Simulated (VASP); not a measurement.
Write the native input for VASP 6.6.1 that does the following.

```yaml
Task: single point
Functional: PBEsol
Potentials_or_basis: VASP PAW PBE potentials, release 64 (Zn, O)
Cutoff: 520 eV
k_mesh: 12 × 12 × 6
Occupations: gaussian, width 0.02 eV
Spin: no spin polarisation
Dipole_correction: no
Further_INCAR_settings: ALGO = Normal; EDIFF = 1e-07; NBANDS = 26
```

The structure of ZnO lies in POSCAR:

```
ZnO
1.0
    3.2300235096      0.0000000000      0.0000000000
   -1.6150117548      2.7972824142      0.0000000000
    0.0000000000      0.0000000000      5.2142972856
Zn O
2 2
Direct
    0.3333333333      0.6666666667      0.0015843127
    0.6666666667      0.3333333333      0.5015843127
    0.3333333333      0.6666666667      0.3805156873
    0.6666666667      0.3333333333      0.8805156873
```

One way to write it, as run:

INCAR

```
ALGO     = Normal         # electronic algorithm
EDIFF    = 1E-7           # SCF threshold, eV
ENCUT    = 520            # plane-wave cutoff, eV
GGA      = PS             # functional
ISIF     = 2              # what is computed and relaxed
ISMEAR   = 0              # smearing method
LASPH    = T              # aspherical terms in the spheres
LCHARG   = T              # write CHGCAR
LELF     = T              # ELF
LREAL    = F              # projectors in reciprocal space
LVHAR    = T            
LWAVE    = F              # write WAVECAR
NBANDS   = 26             # bands
NELM     = 80             # most SCF steps
PREC     = Accurate       # precision mode
SIGMA    = 0.02           # smearing width, eV
```

KPOINTS

```
k-points
0
Gamma
  12 12 6
```

Potentials or basis: VASP PAW PBE potentials, release 64 (Zn, O).

Run with:

```bash
$ cat potpaw_PBE.64/Zn/POTCAR potpaw_PBE.64/O/POTCAR > POTCAR
$ mpirun -np 1 vasp_std > vasp.out
```

Results of the run:

The pressure is 1.0 GPa. The band gap on the k mesh is 0.69 eV, direct.

Caveat: the PAW data sets were made with another functional, which shifts forces and pressure a little.

Wall time 72 s on 1 thread of AMD EPYC 7R13 Processor (Zen 3), on a shared host, peak memory 0.17 GiB.
